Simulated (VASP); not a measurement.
Crystal: HfO2.

```xyz
12
Lattice="5.2881 0.0000 0.0000 0.0000 5.0706 0.0000 0.0000 0.0000 5.0989" Properties=species:S:1:pos:R:3 pbc="T T T"
Hf    5.1136    3.7143    3.7805
Hf    2.8186    3.7143    1.2311
Hf    2.4695    1.3563    3.7805
Hf    0.1745    1.3563    1.2311
O     3.3428    4.7088    4.4833
O     4.5894    4.7088    1.9339
O     1.2372    2.7375    2.5102
O     1.4069    2.7375    5.0596
O     4.0510    2.3331    5.0596
O     3.8812    2.3331    2.5102
O     0.6987    0.3618    4.4833
O     1.9454    0.3618    1.9339
```

Program: VASP 6.6.1. Alike in all runs: task single point; potentials or basis VASP PAW PBE potentials, release 64 (Hf_pv, O); no spin polarisation; cell as given; k mesh 5 × 6 × 5; cutoff (eV) 520; smearing fermi-dirac 0.05 eV.

Order these runs on this cell by their pressure, lowest first.
A. level RPBE+D3(BJ)
B. level PBE+D3(BJ)
C. level revPBE

A (-19.8 GPa), B (-6.9 GPa), C (-0.1 GPa).

Caveats: the PAW data sets were made with another functional, which shifts forces and pressure a little (at least some runs); the cell stands under tension (at least some runs); the dispersion term is far too large for a dense solid, which distorts pressure and volume (at least some runs).
